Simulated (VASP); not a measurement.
## NaH: G0W0 quasiparticle levels with PBE

Crystal: NaH.

```
Na H
1.0
     0.00000    2.39751    2.39751
     2.39751    0.00000    2.39751
     2.39751    2.39751    0.00000
Na H
1 1
Direct
  0.00000 0.00000 0.00000
  0.50000 0.50000 0.50000
```

```yaml
Program: VASP 6.6.1
Task: G0W0 quasiparticle levels
Functional: PBE
Potentials_or_basis: VASP PAW PBE potentials, release 64 (Na_sv_GW, H_GW)
Cutoff: 500 eV
k_mesh: 4 × 4 × 4
Occupations: gaussian, width 0.01 eV
Spin: no spin polarisation
Dipole_correction: no
GW_scheme: G0W0
GW_iterations: 1
Cutoff_of_the_response_function: 140
Frequency_points: 96
Empty_bands: 103
Further_INCAR_settings: ALGO = EVGW0; EDIFF = 1e-08; NBANDS = 108
```

The quasiparticle gap is 6.06 eV. The least direct quasiparticle gap is 6.98 eV, the band gap of the starting levels on the mesh is 3.81 eV and the least direct gap of the starting levels on the mesh is 4.68 eV.

Run time: 98 s on 1 thread of Intel Xeon 8259CL, with other jobs on the host, peak memory 0.27 GiB.

Caveat: the k points lie up to 0.57 Å⁻¹ apart; bands, screening cutoff and mesh are small and nothing is extrapolated, so the quasiparticle values aren't converged.
